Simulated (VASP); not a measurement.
# Ag (Pm-3n) in VASP: single point with PBE

Aim: the single point of Ag with PBE.

Program: VASP 6.6.1. These are calculated values, not measurements. Logs are shortened: lines on timing, memory, paths and dates and some standing lists are left out, and cuts for length are marked.

## (1) The cell of the first run

It takes space group Pm-3n (No. 223, cubic). Conventional cell: a = 5.282 Å, b = 5.282 Å, c = 5.282 Å, α = 90.00°, β = 90.00°, γ = 90.00°. Ag (site symmetry m-3) has 12 Ag at 2.95 Å within 3.9 Å. Within 3.5 Å of Ag (site symmetry -4m2) lie 14 Ag at 2.64 to 3.23 Å.

## (2) Single point, PBE

INCAR

```
SYSTEM = Ag
ALGO = Normal
EDIFF = 1E-6
ENCUT = 520
GGA = PE
ISIF = 2
ISMEAR = -1
LASPH = .TRUE.
LCHARG = .TRUE.
LELF = .TRUE.
LREAL = .FALSE.
LVHAR = .TRUE.
LWAVE = .FALSE.
NBANDS = 54
NELM = 80
PREC = Accurate
SIGMA = 0.1
```

KPOINTS

```
k-points
0
G
  7 7 7
  0 0 0
```

POSCAR

```
Ag
1.0
    5.2824574850      0.0000000000      0.0000000000
    0.0000000000      5.2824574850      0.0000000000
    0.0000000000      0.0000000000      5.2824574850
Ag
8
Direct
    0.0000000000      1.0000000000      1.0000000000
    0.5000000000      0.5000000000      0.5000000000
    0.2500000000      0.0000000000      0.5000000000
    0.7500000000      0.0000000000      0.5000000000
    0.5000000000      0.2500000000      1.0000000000
    0.5000000000      0.7500000000      1.0000000000
    1.0000000000      0.5000000000      0.2500000000
    1.0000000000      0.5000000000      0.7500000000
```

Potentials or basis: VASP PAW PBE potentials, release 64 (Ag).

Started as:

```console
$ cat potpaw_PBE.64/Ag/POTCAR > POTCAR
$ mpirun -np 1 vasp_std > vasp.out
```

OUTCAR:

```text
SYSTEM = Ag
   EDIFF = 1E-6
   ENCUT = 520
   GGA = PE
   ISIF = 2
   ISMEAR = -1
   LASPH = .TRUE.
   LREAL = .FALSE.
   NELM = 80
   PREC = Accurate

 ion  position               nearest neighbor table
   1  0.000  0.000  0.000-   3 2.95   4 2.95   5 2.95   6 2.95   7 2.95   8 2.95   3 2.95   4 2.95
                             7 2.95   8 2.95   5 2.95   6 2.95
   2  0.500  0.500  0.500-   3 2.95   4 2.95   5 2.95   6 2.95   7 2.95   8 2.95   5 2.95   6 2.95
                             3 2.95   4 2.95   7 2.95   8 2.95
   3  0.250  0.000  0.500-   4 2.64   4 2.64   1 2.95   1 2.95   2 2.95   2 2.95   8 3.23   5 3.23
                             5 3.23   6 3.23   6 3.23   7 3.23   8 3.23   7 3.23
   4  0.750  0.000  0.500-   3 2.64   3 2.64   1 2.95   1 2.95   2 2.95   2 2.95   8 3.23   5 3.23
                             5 3.23   6 3.23   6 3.23   7 3.23   8 3.23   7 3.23
   5  0.500  0.250  0.000-   6 2.64   6 2.64   1 2.95   2 2.95   2 2.95   1 2.95   8 3.23   4 3.23
                             3 3.23   4 3.23   3 3.23   7 3.23   7 3.23   8 3.23
   6  0.500  0.750  0.000-   5 2.64   5 2.64   1 2.95   2 2.95   2 2.95   1 2.95   8 3.23   4 3.23
                             3 3.23   4 3.23   3 3.23   7 3.23   7 3.23   8 3.23
   7  0.000  0.500  0.250-   8 2.64   8 2.64   1 2.95   2 2.95   1 2.95   2 2.95   3 3.23   4 3.23
                             5 3.23   3 3.23   4 3.23   6 3.23   5 3.23   6 3.23
   8  0.000  0.500  0.750-   7 2.64   7 2.64   1 2.95   2 2.95   1 2.95   2 2.95   3 3.23   4 3.23
                             5 3.23   3 3.23   4 3.23   6 3.23   5 3.23   6 3.23

  LATTYP: Found a simple cubic cell.
 ALAT       =     5.2824574850

  Lattice vectors:

 A1 = (   5.2824574850,   0.0000000000,   0.0000000000)
 A2 = (   0.0000000000,   5.2824574850,   0.0000000000)
 A3 = (   0.0000000000,   0.0000000000,   5.2824574850)

Analysis of symmetry for initial positions (statically):
=====================================================================
 Subroutine PRICEL returns:
 Original cell was already a primitive cell.

 Routine SETGRP: Setting up the symmetry group for a
 simple cubic supercell.

 Subroutine GETGRP returns: Found 48 space group operations
 (whereof 24 operations were pure point group operations)
 out of a pool of 48 trial point group operations.

The static configuration has the point symmetry T_h .
 The point group associated with its full space group is O_h .

Analysis of symmetry for dynamics (positions and initial velocities):
=====================================================================
 Subroutine PRICEL returns:
 Original cell was already a primitive cell.

 Routine SETGRP: Setting up the symmetry group for a
 simple cubic supercell.

 Subroutine GETGRP returns: Found 48 space group operations
 (whereof 24 operations were pure point group operations)
 out of a pool of 48 trial point group operations.

The dynamic configuration has the point symmetry T_h .
 The point group associated with its full space group is O_h .

 Subroutine INISYM returns: Found 48 space group operations
 (whereof 24 operations are pure point group operations),
 and found     1 'primitive' translations

----------------------------------------------------------------------------------------

                                     Primitive cell

  volume of cell :     147.4036

  direct lattice vectors                    reciprocal lattice vectors
     5.282457485  0.000000000  0.000000000     0.189305830  0.000000000  0.000000000
     0.000000000  5.282457485  0.000000000     0.000000000  0.189305830  0.000000000
     0.000000000  0.000000000  5.282457485     0.000000000  0.000000000  0.189305830

  length of vectors
     5.282457485  5.282457485  5.282457485     0.189305830  0.189305830  0.189305830

  position of ions in fractional coordinates (direct lattice)
     0.000000000  0.000000000  0.000000000
     0.500000000  0.500000000  0.500000000
     0.250000000  0.000000000  0.500000000
     0.750000000  0.000000000  0.500000000
     0.500000000  0.250000000  0.000000000
     0.500000000  0.750000000  0.000000000
     0.000000000  0.500000000  0.250000000
     0.000000000  0.500000000  0.750000000

  ion indices of the primitive-cell ions
   primitive index   ion index
                 1           1
                 2           2
                 3           3
                 4           4
                 5           5
                 6           6
                 7           7
                 8           8

----------------------------------------------------------------------------------------

 KPOINTS: k-points

Automatic generation of k-mesh.
 Grid dimensions read from file:
 generate k-points for:    7    7    7

 Generating k-lattice:

  Cartesian coordinates                     Fractional coordinates (reciprocal lattice)
     0.027043690  0.000000000  0.000000000     0.142857143  0.000000000  0.000000000
     0.000000000  0.027043690  0.000000000     0.000000000  0.142857143  0.000000000
     0.000000000  0.000000000  0.027043690     0.000000000  0.000000000  0.142857143

  Length of vectors
     0.027043690  0.027043690  0.027043690

  Shift w.r.t. Gamma in fractional coordinates (k-lattice)
     0.000000000  0.000000000  0.000000000

 Subroutine IBZKPT returns following result:
 ===========================================

 Found     20 irreducible k-points:

 Following reciprocal coordinates:
            Coordinates               Weight
  0.000000  0.000000  0.000000      1.000000
  0.142857  0.000000  0.000000      6.000000
  0.285714  0.000000  0.000000      6.000000
  0.428571  0.000000  0.000000      6.000000
  0.142857  0.142857  0.000000     12.000000
  0.285714  0.142857  0.000000     24.000000
[... 12 lines left out ...]
  0.428571  0.428571  0.285714     24.000000
  0.428571  0.428571  0.428571      8.000000
   k-points           NKPTS =     20   k-points in BZ     NKDIM =     20   number of bands    NBANDS=     54
   number of dos      NEDOS =    301   number of ions     NIONS =      8
   total plane-waves  NPLWV =  64000
   dimension x,y,z NGX =    40 NGY =   40 NGZ =   40
   dimension x,y,z NGXF=    80 NGYF=   80 NGZF=   80
   ions per type =               8
   NGX,Y,Z   is equivalent  to a cutoff of  12.59, 12.59, 12.59 a.u.
   NGXF,Y,Z  is equivalent  to a cutoff of  25.18, 25.18, 25.18 a.u.
 SYSTEM =  Ag
   PREC   = accura    normal or accurate (medium, high low for compatibility)
   ISTART =      0    job   : 0-new  1-cont  2-samecut
   ICHARG =      2    charge: 1-file 2-atom 10-const
   ISPIN  =      1    spin polarized calculation?
   LNONCOLLINEAR =      F non collinear calculations
   LSORBIT =      F    spin-orbit coupling
   LASPH  =      T    aspherical Exc in radial PAW
   ENCUT  =  520.0 eV  38.22 Ry    6.18 a.u.   9.82  9.82  9.82*2*pi/ulx,y,z
   NELM   =     80;   NELMIN=  2; NELMDL= -5     # of ELM steps
   EDIFF  = 0.1E-05   stopping-criterion for ELM
   LREAL  =      F    real-space projection
   EDIFFG = 0.1E-04   stopping-criterion for IOM
   NSW    =      0    number of steps for IOM
   IBRION =     -1    ionic relax: 0-MD 1-quasi-New 2-CG
   NFREE  =      0    steps in history (QN), initial steepest desc. (CG)
   ISIF   =      2    stress and relaxation
   ISYM   =      2    0-nonsym 1-usesym 2-fastsym
   POTIM  = 0.5000    time-step for ionic-motion
   TEBEG  =    0.0;   TEEND  =   0.0 temperature during run
   PSTRESS=    0.0 pullay stress
   NELECT =      88.0000    total number of electrons
   NUPDOWN=      -1.0000    fix difference up-down
   EMIN   =  10.00;   EMAX   =-10.00  energy-range for DOS
   EFERMI =   0.00;   METHOD = LEGACY
   ISMEAR =    -1;   SIGMA  =   0.10  broadening in eV -4-tet -1-fermi 0-gaus
   EFERMI_NEDOS =   21; number of points for ismear=-14 and -15
   IALGO  =     38    algorithm
   IMIX   =      4    mixing-type and parameters
     AMIX     =   0.40;   BMIX     =  1.00
     AMIX_MAG =   1.60;   BMIX_MAG =  1.00
  volume/ion in A,a.u.               =      18.43       124.34
  Fermi-wavevector in a.u.,A,eV,Ry     =   1.378478  2.604945 25.853797  1.900200
  Thomas-Fermi vector in A             =   2.503535
   LORBIT       =      0    0 simple, 1 ext, 2 COOP (PROOUT), +10 PAW based schemes
   GGA     = PE    functional components
   LHFCALC =     F    Hartree Fock is set to
   AEXX    =    0.0000 exact exchange contribution
   IVDW    =     0    specifies the selected vdW correction
   LEPSILON=     F    determine dielectric tensor
   LRPA    =     F    only Hartree local field effects (RPA)
 non-spin polarized calculation
  energy-cutoff  :      520.00
  volume of cell :      147.40
 maximum number of plane-waves:      3986
 NGX is ok and might be reduce to    40
   NGX = 19   NGY = 19   NGZ = 19

 number of electron      88.0000033 magnetization

 Free energy of the ion-electron system (eV)
  ---------------------------------------------------
  ext. energy  EPLUGINS =         0.00000000
  ---------------------------------------------------
  free energy    TOTEN  =       -21.07314625 eV

  energy without entropy =      -21.01559703  energy(sigma->0) =      -21.04437164

 E-fermi :   7.4877     XC(G=0): -11.7400

 val. band max:        7.4189265907   @ k =   0.0000   0.0000   0.0000
 cond. band min:       7.5540082223   @ k =   0.4286   0.4286   0.4286
 fundamental gap:      0.1350816316
 Fermi energy:         7.4876681478

 k-point     1 :       0.0000    0.0000    0.0000
  band No.  band energies     occupation
      1       0.1561      2.00000
      2       1.2223      2.00000
      3       1.2223      2.00000
      4       1.7239      2.00000
      5       1.8855      2.00000
      6       1.8855      2.00000
[... 46 lines left out ...]
     53      13.9515      0.00000
     54      14.2865      0.00000

 k-point     2 :       0.1429    0.0000    0.0000
  band No.  band energies     occupation
      1       0.2797      2.00000
      2       1.2140      2.00000
      3       1.3102      2.00000
      4       1.7487      2.00000
      5       1.7603      2.00000
      6       1.9075      2.00000
[... 1018 lines left out ...]
 k-point    20 :       0.4286    0.4286    0.4286
  band No.  band energies     occupation
      1       1.8939      2.00000
      2       1.8939      2.00000
      3       1.9638      2.00000
      4       1.9818      2.00000
      5       1.9818      2.00000
      6       1.9839      2.00000
[... 46 lines left out ...]
     53      16.9023      0.00000
     54      17.1057      0.00000

------------------------ aborting loop because EDIFF is reached ----------------------------------------

  FORCE on cell =-STRESS in cart. coord.  units (eV):
  Direction    XX          YY          ZZ          XY          YZ          ZX
  --------------------------------------------------------------------------------------
  -------------------------------------------------------------------------------------
  Total       -0.0933585     -0.0933585     -0.0933585      0.0000000     -0.0000000     -0.0000000
  in kB       -1.0147433     -1.0147433     -1.0147433      0.0000000     -0.0000000     -0.0000000
  external PRESSURE =      -1.0147433 kB  Pullay stress =       0.0000000 kB

 VOLUME and BASIS-vectors are now :
 -----------------------------------------------------------------------------
  energy-cutoff  :      520.00
  volume of cell :      147.40
      direct lattice vectors                 reciprocal lattice vectors
     5.282457485  0.000000000  0.000000000     0.189305830  0.000000000  0.000000000
     0.000000000  5.282457485  0.000000000     0.000000000  0.189305830  0.000000000
     0.000000000  0.000000000  5.282457485     0.000000000  0.000000000  0.189305830

 POSITION                                       TOTAL-FORCE (eV/Angst)
 -----------------------------------------------------------------------------------
      0.00000      0.00000      0.00000         0.000000      0.000000      0.000000
      2.64123      2.64123      2.64123         0.000000      0.000000      0.000000
      1.32061      0.00000      2.64123        -0.000000     -0.000000     -0.000000
      3.96184      0.00000      2.64123         0.000000     -0.000000     -0.000000
      2.64123      1.32061      0.00000        -0.000000     -0.000000      0.000000
      2.64123      3.96184      0.00000         0.000000      0.000000      0.000000
      0.00000      2.64123      1.32061         0.000000      0.000000      0.000000
      0.00000      2.64123      3.96184         0.000000     -0.000000     -0.000000
 -----------------------------------------------------------------------------------
    total drift:                               -0.000000     -0.000000      0.000000

  FREE ENERGIE OF THE ION-ELECTRON SYSTEM (eV)
  ---------------------------------------------------
  free  energy   TOTEN  =       -21.0731462474 eV

  energy  without entropy=      -21.0155970257  energy(sigma->0) =      -21.04437164
```

It took 2.3 min on 1 thread of Intel Xeon 8259CL, shared host; peak memory 0.29 GiB.

What came out:

```
Free energy            : -21.0731 eV
Pressure               : -0.1 GPa
Band gap on the k mesh : zero (band 44 reaches 8.38 eV, above the bottom of band 45 at 6.66 eV)
```

Levels at points of the mesh, in eV from the Fermi level:
```csv
k point,band 40,band 41,band 42,band 43,band 44,band 45,band 46,band 47,band 48,band 49
"(0.00, 0.00, 0.00)",-3.00,-3.00,-0.07,-0.07,-0.07,0.90,0.90,0.99,5.51,5.51
```
